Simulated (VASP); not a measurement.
## Pb: single point with PBE

Crystal: Pb.

```
Pb
1.0
     0.00000    2.52100    2.52100
     2.52100    0.00000    2.52100
     2.52100    2.52100    0.00000
Pb
1
Direct
  0.00000 0.00000 0.00000
```

```json
{"Program": "VASP 6.6.1", "Task": "single point", "Functional": "PBE", "Potentials or basis": "VASP PAW PBE potentials, release 64 (Pb_d)", "Cutoff": "520 eV", "k mesh": "14 × 14 × 14", "Occupations": "gaussian, width 0.1 eV", "Spin": "no spin polarisation"}
```

The pressure is -0.1 GPa and the band gap on the k mesh is zero (band 7 reaches 13.67 eV, above the bottom of band 8 at 5.23 eV).

Levels at points of the mesh, in eV from the Fermi level:
| k point | band 3 | band 4 | band 5 | band 6 | band 7 | band 8 | band 9 | band 10 | band 11 | band 12 |
| --- | --- | --- | --- | --- | --- | --- | --- | --- | --- | --- |
| (0.00, 0.00, 0.00) | -17.04 | -16.92 | -16.92 | -11.40 | 6.98 | 6.98 | 6.98 | 9.72 | 10.64 | 12.08 |
| (0.50, 0.00, 0.00) | -17.03 | -16.81 | -16.81 | -8.09 | -3.94 | 5.27 | 5.27 | 8.98 | 9.19 | 10.87 |
| (0.50, 0.50, 0.00) | -16.82 | -16.78 | -16.78 | -6.80 | -3.06 | 1.98 | 1.98 | 5.22 | 6.47 | 17.94 |

Run time: 45 s on 1 thread of AMD EPYC 7R43 64-Core Processor (Zen 3), with other jobs on the host, peak memory 0.14 GiB.

Caveat: spin-orbit coupling is left out, which moves the levels of the heavy elements.
